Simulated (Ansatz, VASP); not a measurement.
**CuO in VASP and in Ansatz**

```
Cu O
1.0
     0.00000    2.23895    2.23895
     2.23895    0.00000    2.23895
     2.23895    2.23895    0.00000
Cu O
1 1
Direct
  0.00000 0.00000 0.00000
  0.25000 0.25000 0.25000
```

Change from the starting cell: volume scaled by 0.97.

Alike in both runs: task single point; functional PBE; k mesh 16 × 16 × 16; occupations fermi-dirac, width 0.05 eV; no spin polarisation.

```csv
,VASP,Ansatz
version,VASP 6.6.1,Ansatz 0.2.0
potentials or method,"VASP PAW PBE potentials, release 64 (Cu, O), cutoff 520 eV","all-electron LAPW, scalar-relativistic"
```

Ansatz gave:

| Item | Value |
| --- | --- |
| pressure (GPa) | 4.5 |

Problem. Estimate VASP's values.

Solution. Pressure (GPa): 5.2.

Ansatz ran all-electron here, and VASP with PAW potentials.
